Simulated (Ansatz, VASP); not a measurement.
## Ge in VASP and in Ansatz

Contents of INCAR:

```
SYSTEM = Ge
ALGO = Normal ; EDIFF = 1E-7
ENCUT = 520 ; GGA = CA
ISIF = 2 ; ISMEAR = -1
LASPH = .True. ; LCHARG = .True.
LELF = .True. ; LREAL = .False.
LVHAR = .True. ; LWAVE = .False.
NBANDS = 13 ; NELM = 60
PREC = Accurate ; SIGMA = 0.1
```

File KPOINTS:

```
k-points
0
Gamma
  13 13 13
  0 0 0
```

POSCAR

```
Ge
1.0
    2.7485346199      0.0000000000      0.0000000000
    0.0000000000      2.7485346199      0.0000000000
    0.0000000000      0.0000000000      2.7485346199
Ge
1
Direct
    0.0000000000      0.0000000000      0.0000000000
```

Input for Ansatz:

```yaml
crystal:
  lattice:
    - [2.7485346199, 0.0, 0.0]
    - [0.0, 2.7485346199, 0.0]
    - [0.0, 0.0, 2.7485346199]
  atoms:
    - { symbol: Ge, position: [0.0, 0.0, 0.0] }
hamiltonian:
  xc: lda
  pseudopotentials:
    kind: paw
    azcp:
      Ge: "pseudopotentials/Ge.paw.azcp"
basis:
  ecutwfc: 420
  fft_grid_basis: typed
kpoints:
  mp_grid: { grid: [13, 13, 13], shift: [0, 0, 0] }
magnetization:
  spin_polarized: false
scf:
  occupations: { method: fermi_dirac, width: 0.1 }
  lower_state_search: "off"
output:
  stress: true
```

Alike in both runs: task single point; functional LDA; k mesh 13 × 13 × 13; occupations fermi-dirac, width 0.1 eV; no spin polarisation.

```csv
,VASP,Ansatz
version,VASP 6.6.1,Ansatz 0.2.0
potentials or method,"VASP PAW LDA potentials, release 64 (Ge_d), cutoff 520 eV","plane waves (420 eV) with PAW, scalar-relativistic"
valence electrons in the cell,14,14
```

```tsv
	VASP	Ansatz	Ansatz less VASP
pressure (GPa)	-7.2	-7.2	+0.01
```

Ansatz warns that its potentials were made for another functional, while VASP's fit it. LDA's correlation is that of Perdew and Zunger in VASP and of Perdew and Wang (1992) in Ansatz.
